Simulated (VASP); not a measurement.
A run of VASP 6.6.1 is set up as follows.

INCAR

```
PREC     = Accurate       # precision mode
ENCUT    = 520            # plane-wave cutoff, eV
EDIFF    = 1E-6           # SCF threshold, eV
ISMEAR   = -1             # smearing method
SIGMA    = 0.02           # smearing width, eV
LREAL    = Auto         
LASPH    = True           # aspherical terms in the spheres
NELM     = 80             # most SCF steps
ALGO     = Normal         # electronic algorithm
ISIF     = 2              # what is computed and relaxed
LWAVE    = False          # write WAVECAR
LCHARG   = True           # write CHGCAR
GGA      = PE             # functional
LELF     = True           # ELF
LVHAR    = True         
NBANDS   = 53             # bands
```

The input KPOINTS:

```
regular mesh
0
Gamma
  2 2 2
```

File POSCAR:

```
Si16Ge
1.0
    0.0000000000      5.4300000000      5.4300000000
    5.4300000000      0.0000000000      5.4300000000
    5.4300000000      5.4300000000      0.0000000000
Si Ge
16 1
Direct
    0.0002701657     -0.0017906077      0.0006860037
    0.1200326888      0.1298148250      0.1205693370
   -0.0123563536      0.0042821363      0.5040081031
    0.1199679558      0.1298395948      0.6294710866
    0.0002204420      0.5010690608      0.0006569061
    0.1247230203      0.6252289134      0.1249802947
    0.0001749540      0.5010605893      0.4979705341
    0.1199134438      0.6210204420      0.6294659300
    0.5034594843      0.0043346225     -0.0116896869
    0.6290873849      0.1298295580      0.1204295580
    0.5032928177      0.0044419890      0.5036639042
    0.6241968692      0.1257018416      0.6248968692
    0.4977224678      0.5010292818      0.0005285451
    0.6290025783      0.6210493554      0.1204570902
    0.5031412523      0.4890764273      0.5037220994
    0.6289161142      0.6210953039      0.6292625230
    0.3741960405      0.8757037753      0.3748969613
```

Potentials or basis: VASP PAW PBE potentials, release 64 (Si, Ge_d).

Command:

```console
$ cat potpaw_PBE.64/Si/POTCAR potpaw_PBE.64/Ge_d/POTCAR > POTCAR
$ mpirun -np 1 vasp_std > vasp.out
```

Predict the largest force.

0.009 eV/Å.

Estimate the band gap on the k mesh.

zero (band 39 reaches 6.99 eV, above the bottom of band 40 at 6.68 eV).

Predict the pressure.

6.7 GPa.

Forces on the atoms (eV/Å):
```
Si  -0.005  0.005 -0.004
Si   0.000 -0.001  0.000
Si   0.000 -0.001 -0.001
Si   0.001 -0.001  0.000
Si   0.004  0.005  0.005
Si  -0.001  0.001  0.000
Si  -0.005 -0.005  0.005
Si   0.001 -0.001 -0.001
Si   0.001  0.001 -0.002
Si   0.001 -0.001  0.001
Si  -0.001 -0.001 -0.002
Si  -0.005  0.007  0.001
Si   0.006 -0.006 -0.005
Si   0.001 -0.002  0.000
Si   0.001 -0.001  0.002
Si   0.001 -0.002 -0.001
Ge  -0.001  0.002  0.000
```

Caveat: the k points lie up to 0.50 Å⁻¹ apart.
